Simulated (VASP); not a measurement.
**Cu: single point with LDA**

The system is Cu.

```
Cu
1.0
    -1.45688    1.44312    1.37608
     1.44312   -1.45688    1.37608
     1.44246    1.44246   -1.39051
Cu
1
Direct
  0.00000 0.00000 0.00000
```

```yaml
Program: VASP 6.6.1
Task: single point
Functional: LDA
Potentials_or_basis: VASP PAW LDA potentials, release 64 (Cu)
Cutoff: 520 eV
k_mesh: 17 × 17 × 17
Occupations: fermi-dirac, width 0.1 eV
Spin: no spin polarisation
Dipole_correction: no
Further_INCAR_settings: ALGO = Normal; EDIFF = 1e-07; NBANDS = 12
```

- Pressure: -6.9 GPa

Stress tensor (GPa, compression positive):
```
-6.73  1.23  1.09
 1.23 -6.73  1.09
 1.09  1.09 -7.16
```

Levels at points of the mesh, in eV from the Fermi level:
```csv
k point,band 4,band 5,band 6,band 7,band 8,band 9
"(0.00, 0.00, 0.00)",-3.11,-2.25,-2.04,24.73,25.16,26.19
```

It took 4.5 min on 1 thread of AMD EPYC 7571, on a shared host, peak memory 0.24 GiB.
